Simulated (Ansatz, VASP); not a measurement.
**Al2H in VASP and in Ansatz**

Contents of INCAR:

```
SYSTEM = Al2H
  PREC = Accurate
  ENCUT = 520
  EDIFF = 1E-6
  ISMEAR = 0
  SIGMA = 0.1
  LREAL = .False.
  LASPH = .True.
  NELM = 60
  ALGO = Normal
  ISIF = 2
  LWAVE = .False.
  LCHARG = .False.
  GGA = PE
  NBANDS = 16
```

The input KPOINTS:

```
regular mesh
0
Gamma
  6 6 6
  0 0 0
```

Contents of POSCAR:

```
Al2H
1.0
   -2.7078600700      2.7078600700      2.3071279500
    2.7078600700     -2.7078600700      2.3071279500
    2.7078600700      2.7078600700     -2.3071279500
Al H
4 2
Direct
    0.6692000000      0.1692000000      0.8384000100
    0.1692000000      0.3308000000      0.5000000000
    0.3308000000      0.8308000000      0.1615999900
    0.8308000000      0.6692000000      0.5000000000
    0.2500000000      0.2500000000      0.0000000000
    0.7500000000      0.7500000000      0.0000000000
```

Input for Ansatz:

```yaml
crystal:
  lattice:
    - [-2.70786007, 2.70786007, 2.30712795]
    - [2.70786007, -2.70786007, 2.30712795]
    - [2.70786007, 2.70786007, -2.30712795]
  atoms:
    - { symbol: Al, position: [0.6692, 0.1692, 0.83840001] }
    - { symbol: Al, position: [0.1692, 0.3308, 0.5] }
    - { symbol: Al, position: [0.3308, 0.8308, 0.16159999] }
    - { symbol: Al, position: [0.8308, 0.6692, 0.5] }
    - { symbol: H, position: [0.25, 0.25, 0.0] }
    - { symbol: H, position: [0.75, 0.75, 0.0] }
basis:
  ecutwfc: 420
kpoints:
  mp_grid: { grid: [6, 6, 6] }
hamiltonian:
  xc: pbe
scf:
  occupations: { method: gaussian, width: 0.1 }
  lower_state_search: "off"
output:
  forces: true
  stress: true
  eigenvalues: true
```

Change from the starting cell: species swapped into the BW2 type (I4/mcm, No. 140).

Alike in both runs: task single point; functional PBE; k mesh 6 × 6 × 6; occupations gaussian, width 0.1 eV; no spin polarisation.

|  | VASP | Ansatz |
| --- | --- | --- |
| version | VASP 6.6.1 | Ansatz 0.2.0 |
| potentials or method | VASP PAW PBE potentials, release 64 (Al, H), cutoff 520 eV | scalar-relativistic, plane waves, PAW |
| valence electrons in the cell | 14 | 14 |

```csv
,VASP,Ansatz,Ansatz less VASP
gap on the k mesh at the Fermi level (eV),none,none,-
pressure (GPa),5.5,5.6,+0.08
"traceless stress, the component that is largest in VASP (GPa)",-0.15,-0.15,+0.008
rms of the force components (eV/Å),0.041,0.042,+0.0007
```

Atom by atom the forces differ by 0.001 eV/Å (rms over components). A gap of «none» marks a metal or a gap that the smearing closes.
